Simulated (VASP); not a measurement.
Here is a VASP 6.6.1 calculation.

Contents of POSCAR:

```
Ge
1.0
    0.0000000000      2.8289100000      2.8289100000
    2.8289100000      0.0000000000      2.8289100000
    2.8289100000      2.8289100000      0.0000000000
Ge
2
Direct
    0.0000000000      0.0000000000      0.0000000000
    0.2500000000      0.2500000000      0.2500000000
```

The input INCAR.step1:

```
ALGO = Normal ; EDIFF = 1E-4
ENCUT = 600 ; GGA = PE
ISMEAR = 0 ; LASPH = T
LCHARG = F ; LREAL = F
LWAVE = T ; NELM = 60
PREC = Accurate ; SIGMA = 0.02
```

The input INCAR.step2:

```
ALGO = Normal ; EDIFF = 1E-6
EDIFFG = -0.005 ; ENCUT = 600
IBRION = 2 ; ISIF = 3
ISMEAR = 0 ; ISTART = 1
LASPH = T ; LCHARG = F
LMIXTAU = T ; LREAL = F
LWAVE = F ; METAGGA = R2SCAN
NELM = 60 ; NSW = 100
PREC = Accurate ; SIGMA = 0.02
```

File KPOINTS:

```
k-points
0
Gamma
  12 12 12
```

Potentials or basis: VASP PAW PBE potentials, release 64 (Ge_d).

The run is started by

```sh
$ cat potpaw_PBE.64/Ge_d/POTCAR > POTCAR
$ cp INCAR.step1 INCAR
$ mpirun -np 1 vasp_std > vasp.out
$ cp INCAR.step2 INCAR
$ mpirun -np 1 vasp_std > vasp.out
```

Problem. Estimate the relaxed cell.

Solution. a = 4.014 Å, b = 4.014 Å, c = 4.014 Å, α = 60.00°, β = 60.00°, γ = 60.00°.

Problem. Predict the band gap on the k mesh.

Solution. 0.31 eV.

Problem. What does it give for the space group after relaxing (to 0.1 Å)?

Solution. Fd-3m (No. 227).

Problem. Predict the relaxed volume.

Solution. 22.87 Å³/atom.

Final structure:
```
Ge
1.0
     0.00000    2.83848    2.83848
     2.83848    0.00000    2.83848
     2.83848    2.83848    0.00000
Ge
2
Cartesian
  0.0000 0.0000 0.0000
  1.4192 1.4192 1.4192
```

Caveat: the PAW data sets were made with another functional, which shifts forces and pressure a little. A k mesh can miss the band edges.
